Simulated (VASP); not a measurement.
Write the native input for VASP 6.6.1 that does the following.

| Quantity | Value |
| --- | --- |
| Task | single point |
| Functional | LDA |
| Potentials or basis | VASP PAW LDA potentials, release 64 (Os_sv_GW) |
| Cutoff | 560 eV |
| k mesh | 10 × 10 × 10 |
| Occupations | fermi-dirac, width 0.1 eV |
| Spin | no spin polarisation |
| Dipole correction | no |
| Further INCAR settings | ALGO = Normal; EDIFF = 1e-06; NBANDS = 23 |

The structure of Os lies in POSCAR:

```
Os
1.0
    0.0000000000      2.7363257738      2.7363257738
    2.7363257738      0.0000000000      2.7363257738
    2.7363257738      2.7363257738      0.0000000000
Os
2
Direct
    0.1250000000      0.1250000000      0.1250000000
    0.8750000000      0.8750000000      0.8750000000
```

This isn't the form of Os at room conditions, which is hcp.

These files were run (other wordings do the same):

INCAR

```
  PREC = Accurate
  ENCUT = 560
  EDIFF = 1E-6
  ISMEAR = -1
  SIGMA = 0.1
  LREAL = False
  LASPH = True
  NELM = 120
  ALGO = Normal
  ISIF = 2
  LWAVE = False
  LCHARG = False
  GGA = CA
  NBANDS = 23
  GGA_COMPAT = False
```

KPOINTS

```
regular mesh
0
Gamma
  10 10 10
```

Potentials or basis: VASP PAW LDA potentials, release 64 (Os_sv_GW).

Launch:

```console
$ cat potpaw_LDA.64/Os_sv_GW/POTCAR > POTCAR
$ mpirun -np 1 vasp_std > vasp.out
```

Results of the run:

The pressure is 0.3 GPa. The band gap on the k mesh is zero (bands 16 and 17 overlap by 1.16 eV).

Caveat: spin-orbit coupling is left out, which moves the levels of the heavy elements.

Run time: 21 s on 1 thread of AMD EPYC 9R45 96-Core Processor (Zen 5), on a shared host, peak memory 0.15 GiB.
